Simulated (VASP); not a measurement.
# Tc (P6_3/mmc) in VASP: notebook

Runs on Tc. Level: PBE. Tasks: single point.

All numbers are computed with VASP 6.6.1; they aren't measurements. Logs are shortened: lines on timing, memory, paths and dates and some standing lists are left out, and cuts for length are marked.

## 1. The cell of the first run

The structure is hexagonal, space group P6_3/mmc (No. 194). Conventional cell: a = 2.740 Å, b = 2.740 Å, c = 4.398 Å, α = 90.00°, β = 90.00°, γ = 120.00°. Tc (site symmetry -6m2) has 12 Tc at 2.71 to 2.74 Å within 3.6 Å.

## 2. Single point, PBE

INCAR

```
SYSTEM = Tc
PREC = Accurate
ENCUT = 520
EDIFF = 1E-6
ISMEAR = 0
SIGMA = 0.1
LREAL = .FALSE.
LASPH = .TRUE.
NELM = 100
ALGO = Fast
ISIF = 2
LWAVE = .FALSE.
LCHARG = .FALSE.
GGA = PE
NBANDS = 20
```

KPOINTS

```
Automatic mesh
0
G
  9 9 4
  0 0 0
```

POSCAR

```
Tc
1.0
    2.7400000000      0.0000000000      0.0000000000
   -1.3700000000      2.3729096064      0.0000000000
    0.0000000000      0.0000000000      4.3980000000
Tc
2
Direct
    0.3333333333      0.6666666667      0.2500000000
    0.6666666667      0.3333333333      0.7500000000
```

Potentials or basis: VASP PAW PBE potentials, release 64 (Tc_pv).

On the command line:

```console
$ cat potpaw_PBE.64/Tc_pv/POTCAR > POTCAR
$ mpirun -np 1 vasp_std > vasp.out
```

OUTCAR:

```text
SYSTEM = Tc
   PREC = Accurate
   ENCUT = 520
   EDIFF = 1E-6
   ISMEAR = 0
   LREAL = .FALSE.
   LASPH = .TRUE.
   NELM = 100
   ISIF = 2
   GGA = PE

 ion  position               nearest neighbor table
   1  0.333  0.667  0.250-   2 2.71   2 2.71   2 2.71   2 2.71   2 2.71   2 2.71
   2  0.667  0.333  0.750-   1 2.71   1 2.71   1 2.71   1 2.71   1 2.71   1 2.71

  LATTYP: Found a hexagonal cell.
 ALAT       =     2.7400000000
 C/A-ratio  =     1.6051094891

  Lattice vectors:

 A1 = (   2.7400000000,   0.0000000000,   0.0000000000)
 A2 = (  -1.3700000000,   2.3729096064,   0.0000000000)
 A3 = (   0.0000000000,   0.0000000000,   4.3980000000)

Analysis of symmetry for initial positions (statically):
=====================================================================
 Subroutine PRICEL returns:
 Original cell was already a primitive cell.

 Routine SETGRP: Setting up the symmetry group for a
 hexagonal supercell.

 Subroutine GETGRP returns: Found 24 space group operations
 (whereof 12 operations were pure point group operations)
 out of a pool of 24 trial point group operations.

The static configuration has the point symmetry D_3d.
 The point group associated with its full space group is D_6h.

Analysis of symmetry for dynamics (positions and initial velocities):
=====================================================================
 Subroutine PRICEL returns:
 Original cell was already a primitive cell.

 Routine SETGRP: Setting up the symmetry group for a
 hexagonal supercell.

 Subroutine GETGRP returns: Found 24 space group operations
 (whereof 12 operations were pure point group operations)
 out of a pool of 24 trial point group operations.

The dynamic configuration has the point symmetry D_3d.
 The point group associated with its full space group is D_6h.

 Subroutine INISYM returns: Found 24 space group operations
 (whereof 12 operations are pure point group operations),
 and found     1 'primitive' translations

----------------------------------------------------------------------------------------

                                     Primitive cell

  volume of cell :      28.5948

  direct lattice vectors                    reciprocal lattice vectors
     2.740000000  0.000000000  0.000000000     0.364963504  0.210711777  0.000000000
    -1.370000000  2.372909606  0.000000000     0.000000000  0.421423554  0.000000000
     0.000000000  0.000000000  4.398000000     0.000000000  0.000000000  0.227376080

  length of vectors
     2.740000000  2.740000000  4.398000000     0.421423554  0.421423554  0.227376080

  position of ions in fractional coordinates (direct lattice)
     0.333333333  0.666666667  0.250000000
     0.666666667  0.333333333  0.750000000

  ion indices of the primitive-cell ions
   primitive index   ion index
                 1           1
                 2           2

----------------------------------------------------------------------------------------

 KPOINTS: Automatic mesh

Automatic generation of k-mesh.
 Grid dimensions read from file:
 generate k-points for:    9    9    4

 Generating k-lattice:

  Cartesian coordinates                     Fractional coordinates (reciprocal lattice)
     0.040551500  0.023412420  0.000000000     0.111111111  0.000000000  0.000000000
     0.000000000  0.046824839  0.000000000     0.000000000  0.111111111  0.000000000
     0.000000000  0.000000000  0.056844020     0.000000000  0.000000000  0.250000000

  Length of vectors
     0.046824839  0.046824839  0.056844020

  Shift w.r.t. Gamma in fractional coordinates (k-lattice)
     0.000000000  0.000000000  0.000000000

 Subroutine IBZKPT returns following result:
 ===========================================

 Found     36 irreducible k-points:

 Following reciprocal coordinates:
            Coordinates               Weight
  0.000000  0.000000  0.000000      1.000000
  0.111111  0.000000  0.000000      6.000000
  0.222222 -0.000000  0.000000      6.000000
  0.333333 -0.000000  0.000000      6.000000
  0.444444 -0.000000  0.000000      6.000000
  0.111111  0.111111  0.000000      6.000000
[... 16 lines left out ...]
  0.333333  0.222222  0.250000     24.000000
  0.333333  0.333333  0.250000      4.000000
 [... further k-points ...]
   k-points           NKPTS =     36   k-points in BZ     NKDIM =     36   number of bands    NBANDS=     20
   number of dos      NEDOS =    301   number of ions     NIONS =      2
   total plane-waves  NPLWV =  14400
   dimension x,y,z NGX =    20 NGY =   20 NGZ =   36
   dimension x,y,z NGXF=    40 NGYF=   40 NGZF=   72
   ions per type =               2
   NGX,Y,Z   is equivalent  to a cutoff of  12.13, 12.13, 13.61 a.u.
   NGXF,Y,Z  is equivalent  to a cutoff of  24.27, 24.27, 27.22 a.u.
 SYSTEM =  Tc
   PREC   = accura    normal or accurate (medium, high low for compatibility)
   ISTART =      0    job   : 0-new  1-cont  2-samecut
   ICHARG =      2    charge: 1-file 2-atom 10-const
   ISPIN  =      1    spin polarized calculation?
   LNONCOLLINEAR =      F non collinear calculations
   LSORBIT =      F    spin-orbit coupling
   LASPH  =      T    aspherical Exc in radial PAW
   ENCUT  =  520.0 eV  38.22 Ry    6.18 a.u.   5.09  5.09  8.18*2*pi/ulx,y,z
   NELM   =    100;   NELMIN=  2; NELMDL= -5     # of ELM steps
   EDIFF  = 0.1E-05   stopping-criterion for ELM
   LREAL  =      F    real-space projection
   EDIFFG = 0.1E-04   stopping-criterion for IOM
   NSW    =      0    number of steps for IOM
   IBRION =     -1    ionic relax: 0-MD 1-quasi-New 2-CG
   NFREE  =      0    steps in history (QN), initial steepest desc. (CG)
   ISIF   =      2    stress and relaxation
   ISYM   =      2    0-nonsym 1-usesym 2-fastsym
   POTIM  = 0.5000    time-step for ionic-motion
   TEBEG  =    0.0;   TEEND  =   0.0 temperature during run
   PSTRESS=    0.0 pullay stress
   NELECT =      26.0000    total number of electrons
   NUPDOWN=      -1.0000    fix difference up-down
   EMIN   =  10.00;   EMAX   =-10.00  energy-range for DOS
   EFERMI =   0.00;   METHOD = LEGACY
   ISMEAR =     0;   SIGMA  =   0.10  broadening in eV -4-tet -1-fermi 0-gaus
   EFERMI_NEDOS =   21; number of points for ismear=-14 and -15
   IALGO  =     68    algorithm
   IMIX   =      4    mixing-type and parameters
     AMIX     =   0.40;   BMIX     =  1.00
     AMIX_MAG =   1.60;   BMIX_MAG =  1.00
  volume/ion in A,a.u.               =      14.30        96.48
  Fermi-wavevector in a.u.,A,eV,Ry     =   1.586002  2.997108 34.224109  2.515401
  Thomas-Fermi vector in A             =   2.685380
   LORBIT       =      0    0 simple, 1 ext, 2 COOP (PROOUT), +10 PAW based schemes
   GGA     = PE    functional components
   LHFCALC =     F    Hartree Fock is set to
   AEXX    =    0.0000 exact exchange contribution
   IVDW    =     0    specifies the selected vdW correction
   LEPSILON=     F    determine dielectric tensor
   LRPA    =     F    only Hartree local field effects (RPA)
 non-spin polarized calculation
 RMM-DIIS sequential band-by-band and
 Gauss-broadening in eV      SIGMA  =   0.10
  energy-cutoff  :      520.00
  volume of cell :       28.59
 maximum number of plane-waves:       785
   NGX = 11   NGY = 11   NGZ = 17

 number of electron      25.9999998 magnetization

 Free energy of the ion-electron system (eV)
  ---------------------------------------------------
  ext. energy  EPLUGINS =         0.00000000
  ---------------------------------------------------
  free energy    TOTEN  =       -20.68551621 eV

  energy without entropy =      -20.67090851  energy(sigma->0) =      -20.67821236

 E-fermi :  12.6631     XC(G=0): -13.8021

 val. band max:       12.6572509359   @ k =   0.3333   0.1111   0.2500
 cond. band min:      12.6801013417   @ k =   0.3333  -0.0000   0.5000
 fundamental gap:      0.0228504058
 Fermi energy:        12.6631264288

 k-point     1 :       0.0000    0.0000    0.0000
  band No.  band energies     occupation
      1     -26.7791      2.00000
      2     -25.6783      2.00000
      3     -25.6783      2.00000
      4     -25.4926      2.00000
      5     -25.4926      2.00000
      6     -25.4471      2.00000
[... 12 lines left out ...]
     19      23.7321      0.00000
     20      26.9745      0.00000

 k-point     2 :       0.1111    0.0000    0.0000
  band No.  band energies     occupation
      1     -26.7294      2.00000
      2     -25.7901      2.00000
      3     -25.7144      2.00000
      4     -25.6079      2.00000
      5     -25.5085      2.00000
      6     -25.4684      2.00000
[... 12 lines left out ...]
     19      23.6589      0.00000
     20      27.8447      0.00000

 k-point     3 :       0.2222   -0.0000    0.0000
  band No.  band energies     occupation
      1     -26.5922      2.00000
      2     -26.0724      2.00000
      3     -25.8884      2.00000
      4     -25.8011      2.00000
      5     -25.5521      2.00000
      6     -25.5329      2.00000
[... 12 lines left out ...]
     19      23.3696      0.00000
     20      28.1748      0.00000

 k-point     4 :       0.3333   -0.0000    0.0000
  band No.  band energies     occupation
      1     -26.4035      2.00000
      2     -26.3908      2.00000
      3     -26.1900      2.00000
      4     -25.8947      2.00000
      5     -25.6382      2.00000
      6     -25.6053      2.00000
[... 12 lines left out ...]
     19      22.9833      0.00000
     20      25.0184      0.00000

 k-point     5 :       0.4444   -0.0000    0.0000
  band No.  band energies     occupation
      1     -26.5963      2.00000
      2     -26.3786      2.00000
      3     -26.2348      2.00000
      4     -25.9535      2.00000
      5     -25.7519      2.00000
      6     -25.6412      2.00000
[... 12 lines left out ...]
     19      24.0058      0.00000
     20      24.7473      0.00000
[... 353 lines left out ...]
      6     -25.6948      2.00000
[... 12 lines left out ...]
     19      24.2213      0.00000
     20      24.7723      0.00000

 k-point    22 :       0.2222    0.2222    0.2500
  band No.  band energies     occupation
      1     -26.5014      2.00000
      2     -26.4087      2.00000
      3     -26.0259      2.00000
      4     -26.0243      2.00000
      5     -25.8119      2.00000
      6     -25.6533      2.00000
[... 12 lines left out ...]
     19      25.0948      0.00000
     20      25.7496      0.00000

 k-point    23 :       0.3333    0.2222    0.2500
  band No.  band energies     occupation
      1     -26.5474      2.00000
      2     -26.4464      2.00000
      3     -26.1953      2.00000
      4     -25.9856      2.00000
      5     -25.8712      2.00000
      6     -25.7159      2.00000
[... 12 lines left out ...]
     19      24.0308      0.00000
     20      24.3900      0.00000

 k-point    24 :       0.3333    0.3333    0.2500
  band No.  band energies     occupation
      1     -26.4118      2.00000
      2     -26.4118      2.00000
      3     -26.3803      2.00000
      4     -26.0874      2.00000
      5     -25.7965      2.00000
      6     -25.7965      2.00000
[... 12 lines left out ...]
     19      22.1563      0.00000
     20      26.2202      0.00000

 [... further k-points ...]
[... 5 lines left out ...]
  --------------------------------------------------------------------------------------
  -------------------------------------------------------------------------------------
  Total        0.6291549      0.6291549     -0.0280301      0.0000000     -0.0000000      0.0000000
  in kB       35.2517907     35.2517907     -1.5705394      0.0000000     -0.0000000      0.0000000
  external PRESSURE =      22.9776807 kB  Pullay stress =       0.0000000 kB

 VOLUME and BASIS-vectors are now :
 -----------------------------------------------------------------------------
  energy-cutoff  :      520.00
  volume of cell :       28.59
      direct lattice vectors                 reciprocal lattice vectors
     2.740000000  0.000000000  0.000000000     0.364963504  0.210711777  0.000000000
    -1.370000000  2.372909606  0.000000000     0.000000000  0.421423554  0.000000000
     0.000000000  0.000000000  4.398000000     0.000000000  0.000000000  0.227376080

 POSITION                                       TOTAL-FORCE (eV/Angst)
 -----------------------------------------------------------------------------------
     -0.00000      1.58194      1.09950        -0.000000      0.000000      0.000000
      1.37000      0.79097      3.29850         0.000000     -0.000000      0.000000
 -----------------------------------------------------------------------------------
    total drift:                               -0.000000      0.000000     -0.000000

  FREE ENERGIE OF THE ION-ELECTRON SYSTEM (eV)
  ---------------------------------------------------
  free  energy   TOTEN  =       -20.6855162107 eV

  energy  without entropy=      -20.6709085057  energy(sigma->0) =      -20.67821236
```

It took 8.7 s on 1 thread of Intel Xeon 6975P-C (Granite Rapids), shared host; peak memory 0.14 GiB.

Results:

```
Free energy            : -20.6855 eV
Pressure               : 2.3 GPa
Band gap on the k mesh : zero (bands 13 and 14 overlap by 3.12 eV)
```

Levels at points of the mesh, in eV from the Fermi level:
```
           k point  band 11  band 12  band 13  band 14  band 15  band 16
(0.00, 0.00, 0.00)    -1.49    -0.84    -0.84    -0.11    -0.11     1.67
(0.00, 0.00, 0.50)    -1.68    -1.68    -1.68    -1.68     1.87     1.87
```

[end of part 1 of 2]

The gap in the log of VASP goes by the Fermi energy; the results here count the filled bands.